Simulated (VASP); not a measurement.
A run of VASP 6.6.1 is set up as follows.

Contents of INCAR:

```
  PREC = Accurate
  ENCUT = 520
  EDIFF = 1E-6
  ISMEAR = -1
  SIGMA = 0.1
  LREAL = F
  LASPH = T
  NELM = 100
  ALGO = Normal
  ISIF = 2
  LWAVE = F
  LCHARG = F
  GGA = PS
  NBANDS = 8
```

KPOINTS

```
regular mesh
0
Gamma
  15 15 15
```

The input POSCAR:

```
Al
1.0
   -1.5912186900      1.5912186900      1.5912186900
    1.5912186900     -1.5912186900      1.5912186900
    1.5912186900      1.5912186900     -1.5912186900
Al
1
Direct
    0.0000000000      0.0000000000      0.0000000000
```

Potentials or basis: VASP PAW PBE potentials, release 64 (Al).

Run with:

```console
$ cat potpaw_PBE.64/Al/POTCAR > POTCAR
$ mpirun -np 1 vasp_std > vasp.out
```

Question: Predict the pressure.

Answer: 2.3 GPa.

Caveat: the PAW data sets were made with another functional, which shifts forces and pressure a little.
